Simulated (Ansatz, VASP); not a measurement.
# Two plane-wave programs on ZrSnI6

```
Zr Sn I
1.0
     7.35959    0.06553   -0.05610
     3.62418    6.40442    0.11701
     0.01602    4.09461    6.82877
Zr Sn I
1 1 6
Direct
  0.50000 0.00000 0.50000
  0.00000 0.00000 0.00000
  0.08809 0.18347 0.25921
  0.91191 0.81653 0.74079
  0.27154 0.17116 0.74080
  0.72846 0.82884 0.25920
  0.44267 0.46926 0.25921
  0.55733 0.53074 0.74079
```

Alike in both runs: task single point; functional r2SCAN; dispersion rVV10; k mesh 6 × 6 × 6; occupations fermi-dirac, width 0.03 eV; no spin polarisation.

|  | VASP | Ansatz |
| --- | --- | --- |
| version | VASP 6.6.1 | Ansatz 0.2.0 |
| potentials or method | VASP PAW PBE potentials, release 64 (Zr_sv, Sn_d, I) | plane waves, PAW |
| plane-wave cutoff (eV) | 550 | 500 |
| valence electrons in the cell | 68 | 128 |

```csv
,VASP,Ansatz,Ansatz less VASP
gap on the k mesh at the Fermi level (eV),1.20,1.20,-0.001
pressure (GPa),0.1,0.0,-0.10
rms of the force components (eV/Å),0.006,0.004,-0.0012
```

VASP's potentials were made for PBE, not for r2SCAN. Atom by atom the forces differ by 0.002 eV/Å (rms over components). VASP's potentials hold 68 valence electrons a cell and Ansatz's 128, so a difference there can come from the potentials and not from the codes.

Spin-orbit coupling is off throughout.
